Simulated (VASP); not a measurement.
A run of VASP 6.6.1:

Contents of INCAR:

```
PREC = Accurate
ENCUT = 520
EDIFF = 1E-6
ISMEAR = -1
SIGMA = 0.08
LREAL = F
LASPH = T
NELM = 80
ALGO = Normal
ISIF = 2
LWAVE = F
LCHARG = T
GGA = PS
LELF = T
LVHAR = T
NBANDS = 21
```

File KPOINTS:

```
Automatic mesh
0
Gamma
  14 14 8
```

Contents of POSCAR:

```
Pb
1.0
    3.5257954250      0.0000000000      0.0000000000
   -1.7628977125      3.0534284065      0.0000000000
    0.0000000000      0.0000000000      5.6635610674
Pb
2
Direct
    0.3333333333      0.6666666667      0.2500000000
    0.6666666667      0.3333333333      0.7500000000
```

Potentials or basis: VASP PAW PBE potentials, release 64 (Pb_d).

The run is started by

```sh
$ cat potpaw_PBE.64/Pb_d/POTCAR > POTCAR
$ mpirun -np 1 vasp_std > vasp.out
```

Hardware: 1 thread of Intel(R) Xeon(R) Platinum 8259CL CPU @ 2.50GHz (Skylake/Cascade Lake) (shared host).

Question: How long does it take, and how much memory?

Answer: It took 2.4 min on 1 thread of Intel(R) Xeon(R) Platinum 8259CL CPU @ 2.50GHz (Skylake/Cascade Lake) (shared host), peak memory 0.25 GiB. Counts: scf iterations 10, k points 120.
